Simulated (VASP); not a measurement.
Write the native input for VASP 6.6.1 that does the following.

| Property | Result |
| --- | --- |
| Task | single point |
| Functional | PBE |
| Potentials or basis | VASP PAW PBE potentials, release 64 (Fe, Cl, Sr_sv) |
| Cutoff | 520 eV |
| k mesh | 5 × 5 × 5 |
| Occupations | fermi-dirac, width 0.1 eV |
| Spin | collinear spin, ferrimagnetic start |
| Starting moments | [-4.0, 1.0, -4.0, 2.0] μB |
| Dipole correction | no |
| Further INCAR settings | ALGO = Normal; EDIFF = 1e-06; NBANDS = 30 |

The structure of Sr2FeCl lies in POSCAR:

```
Sr2FeCl
1.0
    2.0619539270      3.5714089645      0.0000001698
   -2.0619539270      3.5714089645      0.0000001698
    0.0000000000     -2.3809397047      8.3091108085
Fe Cl Sr
1 1 2
Direct
    0.4999999926      0.4999999926      0.4999999777
   -0.0000000019     -0.0000000019     -0.0000000056
    0.2461086205      0.2461086205      0.7383258615
    0.7538913888      0.7538913888      0.2616741664
```

The input as run:

INCAR

```
  PREC = Accurate
  ENCUT = 520
  EDIFF = 1E-6
  ISMEAR = -1
  SIGMA = 0.1
  LREAL = F
  LASPH = T
  NELM = 150
  ALGO = Normal
  ISIF = 2
  LWAVE = F
  LCHARG = T
  ISPIN = 2
  MAGMOM = -4 1 -4 2
  LORBIT = 11
  LMAXMIX = 4
  GGA = PE
  LELF = T
  LVHAR = T
  NBANDS = 30
```

KPOINTS

```
Automatic mesh
0
Gamma
  5 5 5
```

Potentials or basis: VASP PAW PBE potentials, release 64 (Fe, Cl, Sr_sv).

Run with:

```console
$ cat potpaw_PBE.64/Fe/POTCAR potpaw_PBE.64/Cl/POTCAR potpaw_PBE.64/Sr_sv/POTCAR > POTCAR
$ mpirun -np 1 vasp_std > vasp.out
```

It gave:

* Pressure: 0.1 GPa
* Largest force: 0.005 eV/Å
* Net moment: -2.11 μB per cell
* Site moments: Fe -2.66; Cl +0.01; Sr +0.07 μB
* Valence electrons inside the program's atomic spheres: Fe 6.84; Cl 5.14; Sr 8.00

Caveat: a cell with one magnetic atom can't hold antiferromagnetic order, which such compounds often take.

Run time: 4.5 min on 1 thread of Oxide Virtual Turin-like Processor, with other jobs on the host, peak memory 0.32 GiB.
